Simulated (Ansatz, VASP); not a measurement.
## One calculation of Cd, two programs

The input INCAR:

```
SYSTEM = Cd
ALGO     = Normal         ! electronic algorithm
EDIFF    = 1E-7           ! SCF threshold, eV
ENCUT    = 520            ! plane-wave cutoff, eV
ISIF     = 2              ! what is computed and relaxed
ISMEAR   = -1             ! smearing method
LASPH    = .TRUE.         ! aspherical terms in the spheres
LCHARG   = .FALSE.        ! write CHGCAR
LREAL    = .FALSE.        ! projectors in reciprocal space
LWAVE    = .FALSE.        ! write WAVECAR
NBANDS   = 19             ! bands
NELM     = 80             ! most SCF steps
PREC     = Accurate       ! precision mode
SIGMA    = 0.1            ! smearing width, eV
```

KPOINTS

```
k-points
0
G
  16 16 9
  0 0 0
```

The input POSCAR:

```
Cd
1.0
    2.8110156219      0.0000000000      0.0000000000
   -1.4055078110      2.4344109390      0.0000000000
    0.0000000000      0.0000000000      4.9428066530
Cd
2
Direct
    0.3333333333      0.6666666667      0.2500000000
    0.6666666667      0.3333333333      0.7500000000
```

Input for Ansatz:

```yaml
crystal:
  lattice:
    - [2.8110156219, 0.0, 0.0]
    - [-1.405507811, 2.434410939, 0.0]
    - [0.0, 0.0, 4.942806653]
  atoms:
    - { symbol: Cd, position: [0.3333333333, 0.6666666667, 0.25] }
    - { symbol: Cd, position: [0.6666666667, 0.3333333333, 0.75] }
kpoints:
  mp_grid: { grid: [16, 16, 9] }
scf:
  occupations: { method: fermi_dirac, width: 0.1 }
hamiltonian:
  xc: lda
  pseudopotentials: { kind: paw }
output:
  forces: true
  stress: true
  eigenvalues: true
  populations: true
```

Change from the starting cell: volume scaled by 0.85, PAW files.

Alike in both runs: task single point; functional LDA; k mesh 16 × 16 × 9; occupations fermi-dirac, width 0.1 eV; no spin polarisation.

```csv
,VASP,Ansatz
version,VASP 6.6.1,Ansatz 0.2.0
potentials or method,"VASP PAW LDA potentials, release 64 (Cd)","PAW with Ansatz's default frozen-core files, scalar-relativistic"
plane-wave cutoff (eV),520,420
valence electrons in the cell,24,40
```

VASP gave:

- pressure (GPa): 19.5
- traceless stress, the component that is largest in VASP (GPa): -0.35

Problem. Which values does Ansatz return?

Solution. Pressure (GPa): 18.0; traceless stress, the component that is largest in VASP (GPa): -0.05.

LDA's correlation is that of Perdew and Zunger in VASP and of Perdew and Wang (1992) in Ansatz. VASP's potentials hold 24 valence electrons a cell and Ansatz's 40, so a difference there can come from the potentials and not from the codes.
